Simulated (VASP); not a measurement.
# Mg: single point with PBEsol

Crystal: Mg.

```
CELL_PARAMETERS angstrom
3.05030 0.00000 0.00000
-1.52515 2.64164 0.00000
0.00000 0.00000 3.04484
ATOMIC_POSITIONS crystal
Mg 0.00000 0.00000 0.00000
```

```
Program             : VASP 6.6.1
Task                : single point
Functional          : PBEsol
Potentials or basis : VASP PAW PBE potentials, release 64 (Mg)
Cutoff              : 520 eV
k mesh              : 13 × 13 × 11
Occupations         : fermi-dirac, width 0.1 eV
Spin                : no spin polarisation
```

```
Pressure               : 0.6 GPa
Band gap on the k mesh : zero (band 1 reaches 4.40 eV, above the bottom of band 2 at 0.37 eV)
```

Stress tensor (GPa, compression positive):
```
 0.99  0.00  0.00
 0.00  0.99  0.00
 0.00  0.00 -0.06
```

Levels at points of the mesh, in eV from the Fermi level:
```
           k point  band 1  band 2  band 3  band 4  band 5  band 6
(0.00, 0.00, 0.00)   -6.64    8.00    8.74   12.55   12.55   13.65
```

Wall time 24 s on 1 thread of AMD EPYC 7R43 64-Core Processor (Zen 3) (shared host), peak memory 0.11 GiB.

Caveat: the PAW data sets were made with another functional, which shifts forces and pressure a little.
